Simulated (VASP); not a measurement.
# MgO: single point with PBE-based screened hybrid with 35 % exact exchange

MgO:

```
Mg O
1.0
     3.28822    0.00000    0.00000
    -1.64411    2.84768    0.00000
     0.00000    0.00000    5.03437
Mg O
2 2
Direct
  0.33333 0.66667 0.99016
  0.66667 0.33333 0.49016
  0.33333 0.66667 0.38484
  0.66667 0.33333 0.88484
```

* Program: VASP 6.6.1
* Task: single point
* Functional: PBE-based screened hybrid with 35 % exact exchange
* Potentials or basis: VASP PAW PBE potentials, release 64 (Mg, O)
* Cutoff: 520 eV
* k mesh: 6 × 6 × 2
* Occupations: gaussian, width 0.01 eV
* Spin: no spin polarisation
* Dipole correction: no
* Grid for exact exchange (PRECFOCK): Normal
* Share of exact exchange: 0.35
* Further INCAR settings: ALGO = Normal; EDIFF = 1e-06; NBANDS = 16
* Screening parameter: 0.1 1/Å

The pressure is -1.6 GPa, the largest force is 0.011 eV/Å and the band gap on the k mesh is 6.31 eV.

Forces on the atoms (eV/Å):
```
Mg   0.000  0.000  0.011
Mg   0.000  0.000  0.011
O    0.000  0.000 -0.011
O    0.000  0.000 -0.011
```

Stress tensor (GPa, compression positive):
```
-1.71  0.00  0.00
 0.00 -1.71  0.00
 0.00  0.00 -1.51
```

Levels at points of the mesh, in eV from the valence-band top:
| k point | band 6 | band 7 | band 8 | band 9 | band 10 | band 11 |
| --- | --- | --- | --- | --- | --- | --- |
| (0.00, 0.00, 0.00) | -0.38 | -0.38 | 0.00 | 6.31 | 11.64 | 13.62 |
| (0.50, 0.00, 0.00) | -1.35 | -0.86 | -0.51 | 10.84 | 11.06 | 12.38 |
| (0.00, 0.00, 0.50) | -0.57 | -0.57 | -0.57 | 8.93 | 8.93 | 16.46 |
| (0.50, 0.00, 0.50) | -0.95 | -0.77 | -0.77 | 10.35 | 10.35 | 14.21 |

Run time: 14 min on 1 thread of Intel(R) Xeon(R) Platinum 8175M CPU @ 2.50GHz (Skylake/Cascade Lake) (shared host), peak memory 0.27 GiB.

Caveat: the k points lie up to 0.62 Å⁻¹ apart; the structure was generated, so it needn't be the stable form of MgO; the PAW data sets were made with another functional, which shifts forces and pressure a little.
